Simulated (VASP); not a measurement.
## BiTe: relaxation of shape and atoms at fixed volume with PBE

Crystal: BiTe.

```
CELL_PARAMETERS angstrom
4.12191 0.00000 0.00000
-2.06095 3.56968 0.00000
0.00000 0.00000 4.41070
ATOMIC_POSITIONS crystal
Bi 0.00000 0.00000 0.00000
Te 0.66667 0.33333 0.50000
```

```
Program                : VASP 6.6.1
Task                   : relaxation of shape and atoms at fixed volume
Functional             : PBE
Potentials or basis    : VASP PAW PBE potentials, release 64 (Bi_d, Te)
Cutoff                 : 500 eV
k mesh                 : 10 × 10 × 8
Occupations            : gaussian, width 0.05 eV
Spin                   : no spin polarisation
Dipole correction      : no
Further INCAR settings : ALGO = Normal; EDIFF = 1e-07; IBRION = 2; EDIFFG = -0.01; NSW = 60; ISIF = 4
```

The energy gained by relaxing is 0.3 meV/atom, the ionic steps are 3 and the pressure after relaxing is 0.8 GPa. The band gap on the k mesh is zero (an odd number of electrons rules out a gap without spin polarisation).

The path:
```
step  energy change (eV)  largest force (eV/Å)  pressure (GPa)  volume (Å³)
   1              0.0000                0.0000            0.98        64.90
   2             -0.0005                0.0000            0.90        64.90
   3             -0.0006                0.0000            0.85        64.90
```

Final structure:
```
Bi Te
1.0
     4.10989    0.00000    0.00000
    -2.05495    3.55927    0.00000
     0.00000    0.00000    4.43653
Bi Te
1 1
Direct
  0.00000 0.00000 0.00000
  0.66667 0.33333 0.50000
```

Levels at points of the mesh, in eV from the Fermi level:
```
           k point  band 6  band 7  band 8  band 9  band 10  band 11  band 12  band 13  band 14
(0.00, 0.00, 0.00)  -13.61   -8.50   -4.06   -1.42    -1.42     1.80     1.80     3.29     4.40
(0.50, 0.00, 0.00)  -11.91  -10.42   -3.37   -2.91    -2.19    -0.35     0.27     3.10     3.20
(0.00, 0.00, 0.50)  -11.86  -11.82   -0.72   -0.57    -0.57     0.39     1.15     1.15     6.60
(0.50, 0.00, 0.50)  -10.90  -10.74   -5.13   -5.13    -1.40    -0.18     1.36     1.65     7.71
```

Run time: 43 s on 1 thread of Intel(R) Xeon(R) 6975P-C (Granite Rapids), with other jobs on the host, peak memory 0.22 GiB.

Caveat: spin-orbit coupling is left out, which moves the levels of the heavy elements.
